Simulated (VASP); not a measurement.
# Te (C2/m) in VASP: further runs, part 2 of 2

VASP 6.6.1.

### Step 4. Single point, PBE (27.55 Å³/atom)

This run uses another cell than the first one, of 27.55 Å³/atom.

File INCAR:

```
PREC = Accurate
ENCUT = 520
EDIFF = 1E-6
ISMEAR = -1
SIGMA = 0.05
LREAL = F
LASPH = T
NELM = 80
ALGO = Normal
ISIF = 2
LWAVE = F
LCHARG = F
GGA = PE
NBANDS = 16
```

File KPOINTS:

```
Automatic mesh
0
Gamma
  8 8 8
```

File POSCAR:

```
Te
1.0
    4.2898182317     -2.4024035783      0.0000000000
    4.2898182317      2.4024035783      0.0000000000
   -0.1321666442      0.0000000000      4.0094263667
Te
3
Direct
    0.6760000000      0.6760000000      0.6750000000
    0.3240000000      0.3240000000      0.3250000000
    0.0000000000      0.0000000000      0.0000000000
```

Potentials or basis: VASP PAW PBE potentials, release 64 (Te).

Command:

```bash
$ cat potpaw_PBE.64/Te/POTCAR > POTCAR
$ mpirun -np 1 vasp_std > vasp.out
```

OUTCAR:

```text
PREC = Accurate
   ENCUT = 520
   EDIFF = 1E-6
   ISMEAR = -1
   LREAL = F
   LASPH = T
   NELM = 80
   ISIF = 2
   GGA = PE

 ion  position               nearest neighbor table
   1  0.676  0.676  0.675-   3 3.03   2 3.08   2 3.08   3 3.14   3 3.14   2 3.29
   2  0.324  0.324  0.325-   3 3.03   1 3.08   1 3.08   3 3.14   3 3.14   1 3.29
   3  0.000  0.000  0.000-   1 3.03   2 3.03   1 3.14   1 3.14   2 3.14   2 3.14

  LATTYP: Found a base centered monoclinic cell.
 ALAT       =     8.5796364634
 B/A-ratio  =     0.5600245625
 C/A-ratio  =     0.4675727418
 COS(beta)  =    -0.0329460833

  Lattice vectors:

 A1 = (   4.2898182317,  -2.4024035783,   0.0000000000)
 A2 = (   4.2898182317,   2.4024035783,   0.0000000000)
 A3 = (  -0.1321666442,   0.0000000000,   4.0094263667)

Analysis of symmetry for initial positions (statically):
=====================================================================
 Subroutine PRICEL returns:
 Original cell was already a primitive cell.

 Routine SETGRP: Setting up the symmetry group for a
 base centered monoclinic supercell.

 Subroutine GETGRP returns: Found  4 space group operations
 (whereof  4 operations were pure point group operations)
 out of a pool of  4 trial point group operations.

The static configuration has the point symmetry C_2h.

Analysis of symmetry for dynamics (positions and initial velocities):
=====================================================================
 Subroutine PRICEL returns:
 Original cell was already a primitive cell.

 Routine SETGRP: Setting up the symmetry group for a
 base centered monoclinic supercell.

 Subroutine GETGRP returns: Found  4 space group operations
 (whereof  4 operations were pure point group operations)
 out of a pool of  4 trial point group operations.

The dynamic configuration has the point symmetry C_2h.

 Subroutine INISYM returns: Found  4 space group operations
 (whereof  4 operations are pure point group operations),
 and found     1 'primitive' translations

----------------------------------------------------------------------------------------

                                     Primitive cell
[... 111 lines left out ...]
   IMIX   =      4    mixing-type and parameters
     AMIX     =   0.40;   BMIX     =  1.00
     AMIX_MAG =   1.60;   BMIX_MAG =  1.00
  volume/ion in A,a.u.               =      27.55       185.90
  Fermi-wavevector in a.u.,A,eV,Ry     =   0.984993  1.861368 13.200534  0.970212
  Thomas-Fermi vector in A             =   2.116267
   LORBIT       =      0    0 simple, 1 ext, 2 COOP (PROOUT), +10 PAW based schemes
   GGA     = PE    functional components
   LHFCALC =     F    Hartree Fock is set to
   AEXX    =    0.0000 exact exchange contribution
   IVDW    =     0    specifies the selected vdW correction
   LEPSILON=     F    determine dielectric tensor
   LRPA    =     F    only Hartree local field effects (RPA)
 non-spin polarized calculation
  energy-cutoff  :      520.00
  volume of cell :       82.64
 maximum number of plane-waves:      2244
 NGX is ok and might be reduce to    40
   NGX = 19   NGY = 19   NGZ = 15

 number of electron      18.0000000 magnetization

 Free energy of the ion-electron system (eV)
  ---------------------------------------------------
  ext. energy  EPLUGINS =         0.00000000
  ---------------------------------------------------
  free energy    TOTEN  =        -8.89565421 eV

  energy without entropy =       -8.88091482  energy(sigma->0) =       -8.88828451

 E-fermi :   8.4298     XC(G=0): -10.1507

 val. band max:        8.4245680509   @ k =  -0.3750   0.5000   0.2500
 cond. band min:       8.4321405003   @ k =   0.5000   0.5000   0.2500
 fundamental gap:      0.0075724493
 Fermi energy:         8.4297988658

 k-point     1 :       0.0000    0.0000    0.0000
  band No.  band energies     occupation
      1      -6.0398      2.00000
      2      -1.1512      2.00000
      3      -1.1080      2.00000
      4       3.9295      2.00000
      5       4.1920      2.00000
      6       4.6957      2.00000
[... 433 lines left out ...]
      3      -1.2712      2.00000
      4       2.8986      2.00000
      5       3.2431      2.00000
      6       6.0648      2.00000
[... 8 lines left out ...]
     15      15.7138      0.00000
     16      16.4533      0.00000

 [... further k-points ...]
[... 5 lines left out ...]
  --------------------------------------------------------------------------------------
  -------------------------------------------------------------------------------------
  Total        2.6792187      2.7305275      3.8164170      0.0000000      0.0000000      0.4966299
  in kB       51.9423562     52.9370871     73.9893663      0.0000000      0.0000000      9.6282273
  external PRESSURE =      59.6229365 kB  Pullay stress =       0.0000000 kB

 VOLUME and BASIS-vectors are now :
 -----------------------------------------------------------------------------
  energy-cutoff  :      520.00
  volume of cell :       82.64
      direct lattice vectors                 reciprocal lattice vectors
     4.289818232 -2.402403578  0.000000000     0.116555055 -0.208124898  0.003842118
     4.289818232  2.402403578  0.000000000     0.116555055  0.208124898  0.003842118
    -0.132166644  0.000000000  4.009426367     0.000000000  0.000000000  0.249412237

 POSITION                                       TOTAL-FORCE (eV/Angst)
 -----------------------------------------------------------------------------------
      5.71062      0.00000      2.70636        -0.353012      0.000000     -0.188258
      2.73685      0.00000      1.30306         0.353012      0.000000      0.188258
      0.00000      0.00000      0.00000         0.000000      0.000000      0.000000
 -----------------------------------------------------------------------------------
    total drift:                               -0.000000     -0.000000     -0.000000

  FREE ENERGIE OF THE ION-ELECTRON SYSTEM (eV)
  ---------------------------------------------------
  free  energy   TOTEN  =        -8.8956542122 eV

  energy  without entropy=       -8.8809148156  energy(sigma->0) =       -8.88828451
```

OSZICAR:

```text
N       E                     dE             d eps       ncg     rms          rms(c)
DAV:   1     0.673604914427E+02    0.67360E+02   -0.66017E+03  4800   0.907E+02
DAV:   2    -0.521973761714E+01   -0.72580E+02   -0.69198E+02  6520   0.139E+02
DAV:   3    -0.884543696654E+01   -0.36257E+01   -0.36025E+01  5744   0.334E+01
DAV:   4    -0.888970632231E+01   -0.44269E-01   -0.44264E-01  6728   0.454E+00
DAV:   5    -0.889071172663E+01   -0.10054E-02   -0.10054E-02  6136   0.669E-01    0.139E+01
DAV:   6    -0.889277868886E+01   -0.20670E-02   -0.49039E-03  6584   0.421E-01    0.852E+00
DAV:   7    -0.889571045720E+01   -0.29318E-02   -0.92259E-03  6088   0.581E-01    0.201E-01
DAV:   8    -0.889565975964E+01    0.50698E-04   -0.46089E-04  6120   0.127E-01    0.112E-01
DAV:   9    -0.889565785410E+01    0.19055E-05   -0.55178E-05  6488   0.430E-02    0.337E-02
DAV:  10    -0.889565495951E+01    0.28946E-05   -0.37794E-06  6176   0.117E-02    0.114E-02
DAV:  11    -0.889565421223E+01    0.74728E-06   -0.38852E-07  3904   0.408E-03
   1 F= -.88956542E+01 E0= -.88882845E+01  d E =-.147394E-01
```

It took 3.9 min on 1 thread of Intel Xeon Platinum 8375C at 2.90GHz (Ice Lake), shared host; peak memory 0.31 GiB.

What came out:

```
Free energy            : -8.8957 eV
Pressure               : 6.0 GPa
Largest force          : 0.400 eV/Å
Band gap on the k mesh : zero (bands 9 and 10 overlap by 3.22 eV)
```

Forces on the atoms (eV/Å):
```
Te  -0.353  0.000 -0.188
Te   0.353  0.000  0.188
Te   0.000  0.000  0.000
```

Stress tensor (GPa, compression positive):
```
5.19 0.00 0.96
0.00 5.29 0.00
0.96 0.00 7.40
```

Caveat: the cell stands under pressure; spin-orbit coupling is left out, which moves the levels of the heavy elements.

### Step 5. Single point, PBE (equal xx and yy strain of +1 %)

File INCAR:

```
SYSTEM = Te
PREC = Accurate
ENCUT = 520
EDIFF = 1E-6
ISMEAR = -1
SIGMA = 0.05
LREAL = .FALSE.
LASPH = .TRUE.
NELM = 80
ALGO = Normal
ISIF = 2
LWAVE = .FALSE.
LCHARG = .TRUE.
GGA = PE
LELF = .TRUE.
LVHAR = .TRUE.
NBANDS = 16
```

File KPOINTS:

```
Automatic mesh
0
G
  8 8 8
  0 0 0
```

File POSCAR:

```
Te
1.0
    4.2764410000     -2.3949120000      0.0000000000
    4.2764410000      2.3949120000      0.0000000000
   -0.1317545000      0.0000000000      3.9573500000
Te
3
Direct
    0.6760000000      0.6760000000      0.6750000000
    0.3240000000      0.3240000000      0.3250000000
    0.0000000000      0.0000000000      0.0000000000
```

Potentials or basis: VASP PAW PBE potentials, release 64 (Te).

Command:

```bash
$ cat potpaw_PBE.64/Te/POTCAR > POTCAR
$ mpirun -np 1 vasp_std > vasp.out
```

OUTCAR:

```text
SYSTEM = Te
   PREC = Accurate
   ENCUT = 520
   EDIFF = 1E-6
   ISMEAR = -1
   LREAL = .FALSE.
   LASPH = .TRUE.
   NELM = 80
   ISIF = 2
   GGA = PE

 ion  position               nearest neighbor table
   1  0.676  0.676  0.675-   3 3.02   2 3.06   2 3.06   3 3.13   3 3.13   2 3.27
   2  0.324  0.324  0.325-   3 3.02   1 3.06   1 3.06   3 3.13   3 3.13   1 3.27
   3  0.000  0.000  0.000-   1 3.02   2 3.02   1 3.13   1 3.13   2 3.13   2 3.13

  LATTYP: Found a base centered monoclinic cell.
 ALAT       =     8.5528820000
 B/A-ratio  =     0.5600245625
 C/A-ratio  =     0.4629483588
 COS(beta)  =    -0.0332751811

  Lattice vectors:

 A1 = (   4.2764410000,  -2.3949120000,   0.0000000000)
 A2 = (   4.2764410000,   2.3949120000,   0.0000000000)
 A3 = (  -0.1317545000,   0.0000000000,   3.9573500000)

Analysis of symmetry for initial positions (statically):
=====================================================================
 Subroutine PRICEL returns:
 Original cell was already a primitive cell.

 Routine SETGRP: Setting up the symmetry group for a
 base centered monoclinic supercell.

 Subroutine GETGRP returns: Found  4 space group operations
 (whereof  4 operations were pure point group operations)
 out of a pool of  4 trial point group operations.

[... 159 lines left out ...]
  free energy    TOTEN  =        -8.82337844 eV

  energy without entropy =       -8.80897021  energy(sigma->0) =       -8.81617433

 E-fermi :   8.7011     XC(G=0): -10.2423

 val. band max:        8.6934267405   @ k =  -0.3750  -0.3750   0.2500
 cond. band min:       8.7020207568   @ k =  -0.3750   0.5000   0.2500
 fundamental gap:      0.0085940163
 Fermi energy:         8.7010949588

 k-point     1 :       0.0000    0.0000    0.0000
  band No.  band energies     occupation
      1      -5.9171      2.00000
      2      -0.8742      2.00000
      3      -0.8343      2.00000
      4       4.0860      2.00000
      5       4.3452      2.00000
      6       4.8620      2.00000
[... 433 lines left out ...]
      3      -1.0205      2.00000
      4       3.0442      2.00000
      5       3.4370      2.00000
      6       6.3492      2.00000
[... 8 lines left out ...]
     15      15.9841      0.00000
     16      16.7607      0.00000

 [... further k-points ...]
[... 5 lines left out ...]
  --------------------------------------------------------------------------------------
  -------------------------------------------------------------------------------------
  Total        3.3419785      3.4004000      4.3418069      0.0000000      0.0000000      0.5305215
  in kB       66.0553096     67.2100306     85.8172487      0.0000000      0.0000000     10.4859329
  external PRESSURE =      73.0275296 kB  Pullay stress =       0.0000000 kB

 VOLUME and BASIS-vectors are now :
 -----------------------------------------------------------------------------
  energy-cutoff  :      520.00
  volume of cell :       81.06
      direct lattice vectors                 reciprocal lattice vectors
     4.276441000 -2.394912000  0.000000000     0.116919654 -0.208775938  0.003892678
     4.276441000  2.394912000  0.000000000     0.116919654  0.208775938  0.003892678
    -0.131754500  0.000000000  3.957350000     0.000000000  0.000000000  0.252694354

 POSITION                                       TOTAL-FORCE (eV/Angst)
 -----------------------------------------------------------------------------------
      5.69281      0.00000      2.67121        -0.397090      0.000000     -0.191512
      2.72831      0.00000      1.28614         0.397090      0.000000      0.191512
      0.00000      0.00000      0.00000        -0.000000      0.000000      0.000000
 -----------------------------------------------------------------------------------
    total drift:                               -0.000000      0.000000      0.000000

  FREE ENERGIE OF THE ION-ELECTRON SYSTEM (eV)
  ---------------------------------------------------
  free  energy   TOTEN  =        -8.8233784406 eV

  energy  without entropy=       -8.8089702134  energy(sigma->0) =       -8.81617433
```

OSZICAR:

```text
N       E                     dE             d eps       ncg     rms          rms(c)
DAV:   1     0.678159555223E+02    0.67816E+02   -0.66733E+03  4800   0.911E+02
DAV:   2    -0.517607088383E+01   -0.72992E+02   -0.69518E+02  6488   0.141E+02
DAV:   3    -0.877436306836E+01   -0.35983E+01   -0.35697E+01  5936   0.334E+01
DAV:   4    -0.881780407575E+01   -0.43441E-01   -0.43429E-01  6536   0.449E+00
DAV:   5    -0.881874389456E+01   -0.93982E-03   -0.93981E-03  6288   0.649E-01    0.143E+01
DAV:   6    -0.882067923481E+01   -0.19353E-02   -0.45353E-03  6448   0.409E-01    0.876E+00
DAV:   7    -0.882342876197E+01   -0.27495E-02   -0.86087E-03  6224   0.568E-01    0.191E-01
DAV:   8    -0.882338324347E+01    0.45518E-04   -0.44296E-04  6064   0.125E-01    0.107E-01
DAV:   9    -0.882338210178E+01    0.11417E-05   -0.49601E-05  6624   0.411E-02    0.319E-02
DAV:  10    -0.882337919762E+01    0.29042E-05   -0.33931E-06  6096   0.111E-02    0.108E-02
DAV:  11    -0.882337844062E+01    0.75700E-06   -0.35732E-07  3928   0.393E-03
   1 F= -.88233784E+01 E0= -.88161743E+01  d E =-.144082E-01
```

stdout:

```text
POSCAR found type information on POSCAR Te
 POSCAR found :  1 types and       3 ions
 scaLAPACK will be used
 LDA part: xc-table for (Slater+PW92), standard interpolation
 POSCAR, INCAR and KPOINTS ok, starting setup
 FFT: planning ... GRIDC
 FFT: planning ... GRID_SOFT
 FFT: planning ... GRID
 WAVECAR not read
 entering main loop
```

Run time: 2.5 min. Hardware: 1 thread of Intel Xeon 8259CL, shared host; peak memory 0.29 GiB.

What came out:

```
Free energy            : -8.8234 eV
Pressure               : 7.3 GPa
Largest force          : 0.441 eV/Å
Band gap on the k mesh : zero (bands 9 and 10 overlap by 3.30 eV)
```

Forces in eV/Å, atoms in the order of the input:
```
Te  -0.397  0.000 -0.192
Te   0.397  0.000  0.192
Te   0.000  0.000  0.000
```

Stress tensor (GPa, compression positive):
```
6.61 0.00 1.05
0.00 6.72 0.00
1.05 0.00 8.58
```

Levels at points of the mesh, in eV from the Fermi level:
| k point | band 6 | band 7 | band 8 | band 9 | band 10 | band 11 | band 12 | band 13 |
| --- | --- | --- | --- | --- | --- | --- | --- | --- |
| (0.00, 0.00, 0.00) | -3.84 | -3.82 | -2.06 | -1.76 | 1.54 | 2.94 | 3.27 | 5.76 |
| (0.50, 0.00, 0.00) | -2.60 | -2.47 | 0.12 | 0.19 | 0.47 | 0.89 | 3.04 | 3.48 |
| (0.50, 0.50, 0.00) | -2.64 | -2.23 | 0.44 | 0.49 | 0.60 | 0.77 | 2.65 | 3.18 |
| (0.00, 0.00, 0.50) | -2.75 | -2.66 | -1.83 | -1.77 | -1.73 | -1.55 | -0.98 | 2.81 |
| (0.50, 0.00, 0.50) | -4.25 | -3.82 | -3.61 | 1.57 | 1.78 | 1.81 | 3.11 | 6.73 |
| (0.50, 0.50, 0.50) | -3.86 | -3.85 | -3.68 | 1.45 | 1.61 | 2.13 | 2.59 | 6.62 |

Caveat: the cell differs from its parent crystal (equal xx and yy strain of +1 %); the cell stands under pressure; spin-orbit coupling is left out, which moves the levels of the heavy elements.

### Step 6. Single point, PBE (equal xx and yy strain of +3 %)

File INCAR:

```
SYSTEM = Te
  PREC = Accurate
  ENCUT = 520
  EDIFF = 1E-6
  ISMEAR = -1
  SIGMA = 0.05
  LREAL = .FALSE.
  LASPH = .TRUE.
  NELM = 80
  ALGO = Normal
  ISIF = 2
  LWAVE = .FALSE.
  LCHARG = .FALSE.
  GGA = PE
  NBANDS = 16
```

File KPOINTS:

```
regular mesh
0
G
  8 8 8
  0 0 0
```

File POSCAR:

```
Te
1.0
    4.3611230000     -2.4423360000      0.0000000000
    4.3611230000      2.4423360000      0.0000000000
   -0.1343635000      0.0000000000      3.9573500000
Te
3
Direct
    0.6760000000      0.6760000000      0.6750000000
    0.3240000000      0.3240000000      0.3250000000
    0.0000000000      0.0000000000      0.0000000000
```

Potentials or basis: VASP PAW PBE potentials, release 64 (Te).

Command:

```bash
$ cat potpaw_PBE.64/Te/POTCAR > POTCAR
$ mpirun -np 1 vasp_std > vasp.out
```

OUTCAR:

```text
SYSTEM = Te
   PREC = Accurate
   ENCUT = 520
   EDIFF = 1E-6
   ISMEAR = -1
   LREAL = .FALSE.
   LASPH = .TRUE.
   NELM = 80
   ISIF = 2
   GGA = PE

 ion  position               nearest neighbor table
   1  0.676  0.676  0.675-   3 3.07   2 3.11   2 3.11   3 3.18   3 3.18   2 3.33
   2  0.324  0.324  0.325-   3 3.07   1 3.11   1 3.11   3 3.18   3 3.18   1 3.33
   3  0.000  0.000  0.000-   1 3.07   2 3.07   1 3.18   1 3.18   2 3.18   2 3.18

  LATTYP: Found a base centered monoclinic cell.
 ALAT       =     8.7222460000
 B/A-ratio  =     0.5600245625
 C/A-ratio  =     0.4539691220
 COS(beta)  =    -0.0339333442
[... 644 lines left out ...]
     16      16.2065      0.00000

 [... further k-points ...]
[... 5 lines left out ...]
  --------------------------------------------------------------------------------------
  -------------------------------------------------------------------------------------
  Total        1.2224865      1.3323053      3.4656159      0.0000000      0.0000000      0.5215167
  in kB       23.2335967     25.3207248     65.8647141      0.0000000      0.0000000      9.9115268
  external PRESSURE =      38.1396786 kB  Pullay stress =       0.0000000 kB

 VOLUME and BASIS-vectors are now :
 -----------------------------------------------------------------------------
  energy-cutoff  :      520.00
  volume of cell :       84.30
      direct lattice vectors                 reciprocal lattice vectors
     4.361123000 -2.442336000  0.000000000     0.114649369 -0.204722037  0.003892678
     4.361123000  2.442336000  0.000000000     0.114649369  0.204722037  0.003892678
    -0.134363500  0.000000000  3.957350000     0.000000000  0.000000000  0.252694354

 POSITION                                       TOTAL-FORCE (eV/Angst)
 -----------------------------------------------------------------------------------
      5.80554      0.00000      2.67121        -0.274430      0.000000     -0.158965
      2.78234      0.00000      1.28614         0.274430      0.000000      0.158965
      0.00000      0.00000      0.00000        -0.000000      0.000000      0.000000
 -----------------------------------------------------------------------------------
    total drift:                               -0.000000     -0.000000     -0.000000

  FREE ENERGIE OF THE ION-ELECTRON SYSTEM (eV)
  ---------------------------------------------------
  free  energy   TOTEN  =        -8.9137282277 eV

  energy  without entropy=       -8.8998530010  energy(sigma->0) =       -8.90679061
```

Wall time 3.6 min (1 thread of Intel Xeon 8259CL, shared host); peak memory 0.31 GiB.

What came out:

```yaml
Free_energy: -8.9137 eV
Pressure: 3.8 GPa
Largest_force: 0.317 eV/Å
Band_gap_on_the_k_mesh: zero (bands 9 and 10 overlap by 2.98 eV)
```

Forces in eV/Å, atoms in the order of the input:
```
Te  -0.274  0.000 -0.159
Te   0.274  0.000  0.159
Te   0.000  0.000  0.000
```

Caveat: the cell differs from its parent crystal (equal xx and yy strain of +3 %); the cell stands under pressure; spin-orbit coupling is left out, which moves the levels of the heavy elements.

### Step 7. Overview

```csv
cell,gap on the mesh (eV),pressure (GPa),largest force (eV/Å)
"a = 4.820, b = 4.820, c = 3.933 Å, angles 91.6, 91.6, 58.5°, 3 atoms",none,11.3,0.56
"a = 4.869, b = 4.869, c = 3.973 Å, angles 91.6, 91.6, 58.5°, 3 atoms",none,8.4,0.48
"a = 4.917, b = 4.917, c = 4.012 Å, angles 91.6, 91.6, 58.5°, 3 atoms",none,6.0,0.40
"a = 4.901, b = 4.901, c = 3.960 Å, angles 91.7, 91.7, 58.5°, 3 atoms",none,7.3,0.44
"a = 4.998, b = 4.998, c = 3.960 Å, angles 91.7, 91.7, 58.5°, 3 atoms",none,3.8,0.32
```

Alike in all rows: task single point; level PBE; potentials or basis VASP PAW PBE potentials, release 64 (Te); no spin polarisation; k mesh 8 × 8 × 8; cutoff (eV) 520; smearing fermi-dirac 0.05 eV.

Caveats: the cell stands under pressure; spin-orbit coupling is left out, which moves the levels of the heavy elements.

Absolute energies hang on the potentials; compare differences alone.
